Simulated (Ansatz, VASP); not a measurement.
## HgTe in VASP and in Ansatz

```
Hg Te
1.0
     0.00000    3.28627    3.28627
     3.28627    0.00000    3.28627
     3.28627    3.28627    0.00000
Hg Te
1 1
Direct
  0.00000 0.00000 0.00000
  0.25000 0.25000 0.25000
```

Alike in both runs: functional r2SCAN; k mesh 8 × 8 × 8; occupations gaussian, width 0.05 eV; no spin polarisation.

Ansatz relaxed the structure, and its values are those at the end. VASP's run is a single point on that final structure, the one shown.

```csv
,VASP,Ansatz
version,VASP 6.6.1,Ansatz 0.2.0
potentials or method,"VASP PAW PBE potentials, release 64 (Hg, Te)","scalar-relativistic, plane waves, PAW"
plane-wave cutoff (eV),520,500
valence electrons in the cell,18,36
```

```csv
,VASP,Ansatz,Ansatz less VASP
gap on the k mesh at the Fermi level (eV),none,none,-
pressure (GPa),0.1,0.0,-0.06
```

VASP's potentials were made for PBE, not for r2SCAN. A gap of «none» marks a metal or a gap that the smearing closes. VASP's potentials hold 18 valence electrons a cell and Ansatz's 36, so a difference there can come from the potentials and not from the codes.

Spin-orbit coupling is off throughout.
